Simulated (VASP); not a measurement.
# TiO2 (R-3m) in VASP: a series of runs, part 2 of 2

VASP 6.6.1. The steps go on from the part before.

### Step 3. Single point, PBE+D3(BJ)+U

This run uses another cell than the first one, of 10.50 Å³/atom.

Contents of INCAR:

```
SYSTEM = TiO2
ALGO     = Normal         ! electronic algorithm
EDIFF    = 1E-6           ! SCF threshold, eV
ENCUT    = 520            ! plane-wave cutoff, eV
GGA      = PE             ! functional
ISIF     = 2              ! what is computed and relaxed
ISMEAR   = 0              ! smearing method
IVDW     = 12             ! dispersion correction
LASPH    = .TRUE.         ! aspherical terms in the spheres
LCHARG   = .FALSE.        ! write CHGCAR
LDAU     = .TRUE.         ! DFT+U
LDAUJ    = 0 0          
LDAUL    = 2 -1           ! shell
LDAUPRINT= 1            
LDAUTYPE = 2            
LDAUU    = 4 0            ! U, eV
LMAXMIX  = 4              ! l up to which the mixer works
LREAL    = .FALSE.        ! projectors in reciprocal space
LWAVE    = .FALSE.        ! write WAVECAR
NBANDS   = 19             ! bands
NELM     = 150            ! most SCF steps
PREC     = Accurate       ! precision mode
SIGMA    = 0.05           ! smearing width, eV
```

Contents of KPOINTS:

```
k-points
0
G
  9 9 9
  0 0 0
```

Contents of POSCAR:

```
TiO2
1.0
    1.5391500000      0.8886286668      3.8378333333
   -1.5391500000      0.8886286668      3.8378333333
    0.0000000000     -1.7772573337      3.8378333333
Ti O
1 2
Direct
    0.0000000000      0.0000000000      0.0000000000
    0.6017580785      0.6017580785      0.6017580785
    0.3982419215      0.3982419215      0.3982419215
```

Potentials or basis: VASP PAW PBE potentials, release 64 (Ti_sv, O).

Run with:

```bash
$ cat potpaw_PBE.64/Ti_sv/POTCAR potpaw_PBE.64/O/POTCAR > POTCAR
$ mpirun -np 1 vasp_std > vasp.out
```

OUTCAR:

```text
SYSTEM = TiO2
   EDIFF = 1E-6
   ENCUT = 520
   GGA = PE
   ISIF = 2
   ISMEAR = 0
   IVDW = 12
   LASPH = .TRUE.
   LREAL = .FALSE.
   NELM = 150
   PREC = Accurate
 IVDW          = 12

 ion  position               nearest neighbor table
   1  0.000  0.000  0.000-   2 1.93   2 1.93   3 1.93   3 1.93   2 1.93   3 1.93
   2  0.602  0.602  0.602-   1 1.93   1 1.93   1 1.93
   3  0.398  0.398  0.398-   1 1.93   1 1.93   1 1.93

  LATTYP: Found a trigonal (rhomboedric) cell.
 ALAT       =     4.2293744601
 COS(alpha) =     0.7351258279

  Lattice vectors:

 A1 = (   1.5391500000,   0.8886286668,   3.8378333333)
 A2 = (  -1.5391500000,   0.8886286668,   3.8378333333)
 A3 = (   0.0000000000,  -1.7772573337,   3.8378333333)

Analysis of symmetry for initial positions (statically):
=====================================================================
 Subroutine PRICEL returns:
 Original cell was already a primitive cell.

 Routine SETGRP: Setting up the symmetry group for a
 trigonal (rhombohedral) supercell.

 Subroutine GETGRP returns: Found 12 space group operations
 (whereof 12 operations were pure point group operations)
 out of a pool of 12 trial point group operations.

The static configuration has the point symmetry D_3d.

Analysis of symmetry for dynamics (positions and initial velocities):
=====================================================================
 Subroutine PRICEL returns:
 Original cell was already a primitive cell.

 Routine SETGRP: Setting up the symmetry group for a
 trigonal (rhombohedral) supercell.

 Subroutine GETGRP returns: Found 12 space group operations
 (whereof 12 operations were pure point group operations)
 out of a pool of 12 trial point group operations.

The dynamic configuration has the point symmetry D_3d.

 Subroutine INISYM returns: Found 12 space group operations
 (whereof 12 operations are pure point group operations),
 and found     1 'primitive' translations

----------------------------------------------------------------------------------------

                                     Primitive cell

  volume of cell :      31.4948

  direct lattice vectors                    reciprocal lattice vectors
     1.539150000  0.888628667  3.837833333     0.324854628  0.187554907  0.086854562
    -1.539150000  0.888628667  3.837833333    -0.324854628  0.187554907  0.086854562
     0.000000000 -1.777257334  3.837833333     0.000000000 -0.375109813  0.086854562

  length of vectors
     4.229374460  4.229374460  4.229374460     0.385033878  0.385033878  0.385033878

  position of ions in fractional coordinates (direct lattice)
     0.000000000  0.000000000  0.000000000
     0.601758078  0.601758078  0.601758078
     0.398241922  0.398241922  0.398241922

  ion indices of the primitive-cell ions
   primitive index   ion index
                 1           1
                 2           2
[... 89 lines left out ...]
   EFERMI_NEDOS =   21; number of points for ismear=-14 and -15
   IALGO  =     38    algorithm
   IMIX   =      4    mixing-type and parameters
     AMIX     =   0.40;   BMIX     =  1.00
     AMIX_MAG =   1.60;   BMIX_MAG =  1.00
  volume/ion in A,a.u.               =      10.50        70.85
  Fermi-wavevector in a.u.,A,eV,Ry     =   1.495314  2.825734 30.422132  2.235964
  Thomas-Fermi vector in A             =   2.607475
   LORBIT       =      0    0 simple, 1 ext, 2 COOP (PROOUT), +10 PAW based schemes
 LDA+U is selected, type is set to LDAUTYPE =  2
   angular momentum for each species LDAUL =     2   -1
   U (eV)           for each species LDAUU =   4.0  0.0
   J (eV)           for each species LDAUJ =   0.0  0.0
   GGA     = PE    functional components
   LHFCALC =     F    Hartree Fock is set to
   AEXX    =    0.0000 exact exchange contribution
   IVDW    =    12    specifies the selected vdW correction
   LEPSILON=     F    determine dielectric tensor
   LRPA    =     F    only Hartree local field effects (RPA)
 non-spin polarized calculation
 Gauss-broadening in eV      SIGMA  =   0.05
  energy-cutoff  :      520.00
  volume of cell :       31.49
 maximum number of plane-waves:       863
   NGX = 15   NGY = 15   NGZ = 15

atom =   1  type =  1  l = 2

 onsite density matrix

spin component  1

  0.1985  0.0000  0.0000 -0.0916 -0.0000
  0.0000  0.1799 -0.0000 -0.0000 -0.0916
  0.0000 -0.0000  0.1006 -0.0000  0.0000
 -0.0916 -0.0000 -0.0000  0.1799  0.0000
 -0.0000 -0.0916  0.0000  0.0000  0.1985

spin component  2

  0.1985  0.0000  0.0000 -0.0916 -0.0000
  0.0000  0.1799 -0.0000 -0.0000 -0.0916
  0.0000 -0.0000  0.1006 -0.0000  0.0000
 -0.0916 -0.0000 -0.0000  0.1799  0.0000
 -0.0000 -0.0916  0.0000  0.0000  0.1985

 occupancies and eigenvectors

  o =  0.0971  v = -0.6705  0.0000  0.0000 -0.7419 -0.0000  0.0000  0.0000  0.0000  0.0000  0.0000      0.0000  0.0000  0.0000  0.0000  0.0000  0.0000  0.0000  0.0000  0.0000  0.0000
  o =  0.0971  v =  0.0000  0.0000  0.0000  0.0000  0.0000 -0.6705  0.0000  0.0000 -0.7419 -0.0000      0.0000  0.0000  0.0000  0.0000  0.0000  0.0000  0.0000  0.0000  0.0000  0.0000
  o =  0.0971  v =  0.0000  0.7419 -0.0000  0.0000  0.6705  0.0000  0.0000  0.0000  0.0000  0.0000      0.0000  0.0000  0.0000  0.0000  0.0000  0.0000  0.0000  0.0000  0.0000  0.0000
  o =  0.0971  v =  0.0000  0.0000  0.0000  0.0000  0.0000  0.0000  0.7419 -0.0000  0.0000  0.6705      0.0000  0.0000  0.0000  0.0000  0.0000  0.0000  0.0000  0.0000  0.0000  0.0000
  o =  0.1006  v =  0.0000  0.0000  0.0000  0.0000  0.0000  0.0000  0.0000  1.0000  0.0000  0.0000      0.0000  0.0000  0.0000  0.0000  0.0000  0.0000  0.0000  0.0000  0.0000  0.0000
  o =  0.1006  v =  0.0000  0.0000  1.0000  0.0000  0.0000  0.0000  0.0000  0.0000  0.0000  0.0000      0.0000  0.0000  0.0000  0.0000  0.0000  0.0000  0.0000  0.0000  0.0000  0.0000
  o =  0.2813  v =  0.0000  0.0000  0.0000  0.0000  0.0000  0.0000 -0.6705  0.0000  0.0000  0.7419      0.0000  0.0000  0.0000  0.0000  0.0000  0.0000  0.0000  0.0000  0.0000  0.0000
  o =  0.2813  v =  0.0000 -0.6705  0.0000  0.0000  0.7419  0.0000  0.0000  0.0000  0.0000  0.0000      0.0000  0.0000  0.0000  0.0000  0.0000  0.0000  0.0000  0.0000  0.0000  0.0000
  o =  0.2813  v = -0.7419  0.0000 -0.0000  0.6705  0.0000  0.0000  0.0000  0.0000  0.0000  0.0000      0.0000  0.0000  0.0000  0.0000  0.0000  0.0000  0.0000  0.0000  0.0000  0.0000
  o =  0.2813  v =  0.0000  0.0000  0.0000  0.0000  0.0000 -0.7419  0.0000 -0.0000  0.6705  0.0000      0.0000  0.0000  0.0000  0.0000  0.0000  0.0000  0.0000  0.0000  0.0000  0.0000

 number of electron      24.0000002 magnetization

 Free energy of the ion-electron system (eV)
  ---------------------------------------------------
  ext. energy  EPLUGINS =         0.00000000
  ---------------------------------------------------
  free energy    TOTEN  =       -22.55169514 eV

  energy without entropy =      -22.55169514  energy(sigma->0) =      -22.55169514

 E-fermi :   5.8715     XC(G=0): -11.1766

 val. band max:        5.5037886301   @ k =  -0.2222   0.1111  -0.0000
 cond. band min:       7.8301334986   @ k =  -0.3333   0.2222  -0.0000
 fundamental gap:      2.3263448684
 Fermi energy:         5.8715234726

 k-point     1 :       0.0000    0.0000    0.0000
  band No.  band energies     occupation
      1     -52.4764      2.00000
      2     -28.7834      2.00000
      3     -28.4601      2.00000
      4     -28.4601      2.00000
      5     -13.7352      2.00000
      6     -10.3593      2.00000
[... 505 lines left out ...]
      6     -11.2574      2.00000
[... 11 lines left out ...]
     18      15.2158      0.00000
     19      18.2667      0.00000

 [... further k-points ...]

------------------------ aborting loop because EDIFF is reached ----------------------------------------

 Edisp (eV)   -0.73002

 E8    (eV) :    -0.2891

  FORCE on cell =-STRESS in cart. coord.  units (eV):
  Direction    XX          YY          ZZ          XY          YZ          ZX
  --------------------------------------------------------------------------------------
  -------------------------------------------------------------------------------------
  Total       4.39360     4.39360     9.26440     0.00000    -0.00000     0.00000
  in kB     223.50793   223.50793   471.29122     0.00000    -0.00000     0.00000
  external pressure =      306.10 kB  Pullay stress =        0.00 kB

 VOLUME and BASIS-vectors are now :
 -----------------------------------------------------------------------------
  energy-cutoff  :      520.00
  volume of cell :       31.49
      direct lattice vectors                 reciprocal lattice vectors
     1.539150000  0.888628667  3.837833333     0.324854628  0.187554907  0.086854562
    -1.539150000  0.888628667  3.837833333    -0.324854628  0.187554907  0.086854562
     0.000000000 -1.777257334  3.837833333     0.000000000 -0.375109813  0.086854562

 POSITION                                       TOTAL-FORCE (eV/Angst)
 -----------------------------------------------------------------------------------
      0.00000      0.00000      0.00000         0.000000      0.000000     -0.000000
      0.00000     -0.00000      6.92834         0.000000      0.000000     -2.726890
      0.00000     -0.00000      4.58516         0.000000     -0.000000      2.726890
 -----------------------------------------------------------------------------------
    total drift:                                0.000000      0.000000      0.000000

  FREE ENERGIE OF THE ION-ELECTRON SYSTEM (eV)
  ---------------------------------------------------
  free  energy   TOTEN  =       -23.2817162195 eV

  energy  without entropy=      -23.2817162195  energy(sigma->0) =      -23.28171622
```

Wall time 1.9 min (1 thread of Intel Xeon 8259CL, shared host); peak memory 0.21 GiB.

Results:

```yaml
Free_energy: -23.2817 eV
Pressure: 30.6 GPa
Largest_force: 2.727 eV/Å
Band_gap_on_the_k_mesh: 2.33 eV (least direct gap 2.65 eV)
Dispersion_energy_per_atom: -0.243 eV
```

Forces on the atoms (eV/Å):
```
Ti   0.000  0.000  0.000
O    0.000  0.000 -2.727
O    0.000  0.000  2.727
```

Eigenvalues of the final occupation matrices:
```
    site  spin  trace               eigenvalues
site 1 d     1   0.86  0.10 0.10 0.10 0.28 0.28
site 1 d     2   0.86  0.10 0.10 0.10 0.28 0.28
```

Caveat: the stress differs along the axes, from 22 to 47 GPa; forces of over 1 eV/Å act on the atoms, so gaps and moduli don't describe the material at rest. A k mesh can miss the band edges.
